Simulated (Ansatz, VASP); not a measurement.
**Two plane-wave programs on Ca3H2Pt**

```xyz
12
Lattice="7.3418 0.0000 0.0000 -3.6709 6.3582 0.0000 0.0000 0.0000 7.2341" Properties=species:S:1:pos:R:3 pbc="T T T"
Ca    0.0000    2.2030    5.4256
Ca    1.7631    5.2567    5.4256
Ca   -1.7631    5.2567    5.4256
Ca    3.6709    4.1552    1.8085
Ca    1.9078    1.1015    1.8085
Ca    5.4340    1.1015    1.8085
H     3.6709    2.1194    7.8680
H     0.0000    4.2388   -0.6339
H     0.0000    4.2388    4.2509
H     3.6709    2.1194    2.9832
Pt    0.0000    0.0000    0.0000
Pt    0.0000    0.0000    3.6171
```

Change from the starting cell: species swapped into the Zr2V3Ru type (P6_3/mmc, No. 194).

Alike in both runs: functional PBE; k mesh 6 × 6 × 2; occupations gaussian, width 0.1 eV; no spin polarisation.

Ansatz relaxed the structure, and its values are those at the end. VASP's run is a single point on that final structure, the one shown.

```csv
,VASP,Ansatz
version,VASP 6.6.1,Ansatz 0.2.0
potentials or method,"VASP PAW PBE potentials, release 64 (Ca_sv, H, Pt), cutoff 520 eV","scalar-relativistic, plane waves, PAW"
valence electrons in the cell,84,100
```

```tsv
	VASP	Ansatz	Ansatz less VASP
gap on the k mesh at the Fermi level (eV)	none	none	-
pressure (GPa)	0.0	0.0	-0.04
rms of the force components (eV/Å)	0.010	0.008	-0.0015
```

A gap of «none» marks a metal or a gap that the smearing closes. The functional is the same, so the differences come from potentials, cutoffs and numerics. VASP's potentials hold 84 valence electrons a cell and Ansatz's 100, so a difference there can come from the potentials and not from the codes.

The k mesh is coarse, so the values compare programs but aren't converged. Neither program's run includes spin-orbit coupling.
